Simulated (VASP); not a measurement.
**RbBr: single point with r2SCAN**

Crystal: RbBr.

```
CELL_PARAMETERS angstrom
0.04326 3.46083 3.46083
3.46083 0.04326 3.46083
3.50409 3.50409 0.00000
ATOMIC_POSITIONS crystal
Rb 0.00000 0.00000 0.00000
Br 0.50000 0.50000 0.50000
```

This cell differs from its parent crystal: shear xy strain +2.5%.

```yaml
Program: VASP 6.6.1
Task: single point
Functional: r2SCAN
Potentials_or_basis: VASP PAW PBE potentials, release 64 (Rb_sv, Br)
Cutoff: 520 eV
k_mesh: 6 × 6 × 6
Occupations: gaussian, width 0.01 eV
Spin: no spin polarisation
Dipole_correction: no
Further_INCAR_settings: ALGO = Normal; EDIFF = 1e-06; NBANDS = 15
```

- Pressure: 0.0 GPa
- Band gap on the k mesh: 4.87 eV

Stress tensor (GPa, compression positive):
```
 0.04 -0.10  0.00
-0.10  0.04  0.00
 0.00  0.00  0.04
```

Levels at points of the mesh, in eV from the valence-band top:
```
           k point  band 6  band 7  band 8  band 9  band 10  band 11
(0.00, 0.00, 0.00)   -0.04   -0.02    0.00    4.87     7.75     7.85
(0.50, 0.00, 0.00)   -0.94   -0.38   -0.34    7.20     8.19    10.07
(0.50, 0.50, 0.00)   -0.49   -0.20   -0.15    6.07     7.82     9.54
(0.00, 0.00, 0.50)   -0.95   -0.34   -0.31    7.19     8.11    10.01
(0.50, 0.00, 0.50)   -0.49   -0.18   -0.18    6.07     7.81     9.54
```

It took 5 min on 1 thread of Oxide Virtual Turin-like Processor, with other jobs on the host, peak memory 0.23 GiB.

Caveat: the cell differs from its parent crystal (shear xy strain +2.5%); the PAW data sets were made with another functional, which shifts forces and pressure a little.
